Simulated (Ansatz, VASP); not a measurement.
Gd: VASP beside Ansatz

INCAR

```
PREC = Accurate
ENCUT = 520
EDIFF = 1E-8
ISMEAR = -1
SIGMA = 0.05
LREAL = F
LASPH = T
NELM = 150
ALGO = Normal
ISIF = 2
LWAVE = F
LCHARG = F
ISPIN = 2
MAGMOM = 7
LORBIT = 11
LMAXMIX = 6
GGA = PE
LEFG = T
NBANDS = 19
```

The input KPOINTS:

```
Automatic mesh
0
Gamma
  13 13 13
```

The input POSCAR:

```
Gd
1.0
   -2.0229695821      2.0229695821      2.0229695821
    2.0229695821     -2.0229695821      2.0229695821
    2.0229695821      2.0229695821     -2.0229695821
Gd
1
Direct
    0.0000000000      0.0000000000      0.0000000000
```

Input for Ansatz:

```yaml
crystal:
  lattice:
    - [-2.0229695821, 2.0229695821, 2.0229695821]
    - [2.0229695821, -2.0229695821, 2.0229695821]
    - [2.0229695821, 2.0229695821, -2.0229695821]
  atoms:
    - { symbol: Gd, position: [0.0, 0.0, 0.0], spin: 7.0 }
magnetization:
  spin_polarized: true
kpoints:
  mp_grid: { grid: [13, 13, 13] }
  band_path:
    path:
      - [0.0, 0.0, 0.0]
      - [0.5, -0.5, 0.5]
      - [0.0, 0.0, 0.5]
      - [0.0, 0.0, 0.0]
      - [0.25, 0.25, 0.25]
      - [0.5, -0.5, 0.5]
      - [0.25, 0.25, 0.25]
      - [0.0, 0.0, 0.5]
    npoints: 8
scf:
  occupations: { method: fermi_dirac, width: 0.05 }
hamiltonian:
  xc: pbe
  pseudopotentials: { kind: all_electron, datasets: crystal }
output:
  forces: true
  stress: true
  eigenvalues: true
  efg: { contact_densities: true }
```

Alike in both runs: task electric field gradients; functional PBE; k mesh 13 × 13 × 13; occupations fermi-dirac, width 0.05 eV; collinear spin.

```csv
,VASP,Ansatz
version,VASP 6.6.1,Ansatz 0.2.0
potentials or method,"VASP PAW PBE potentials, release 64 (Gd), cutoff 520 eV","all-electron PAW with datasets made for the crystal, scalar-relativistic"
```

VASP gave:

```
pressure (GPa)                                                : 0.0
net moment per atom (μB)                                      : 7.65
size of the moment on the site where the two differ most (μB) : 7.01
```

Task: Which values does Ansatz return?

Result: Pressure (GPa): 0.0; net moment per atom (μB): 7.64; size of the moment on the site where the two differ most (μB): 7.35.

Site moments also hang on the region over which each program counts them. Ansatz ran all-electron here, and VASP with PAW potentials.

Spin-orbit coupling is off throughout.
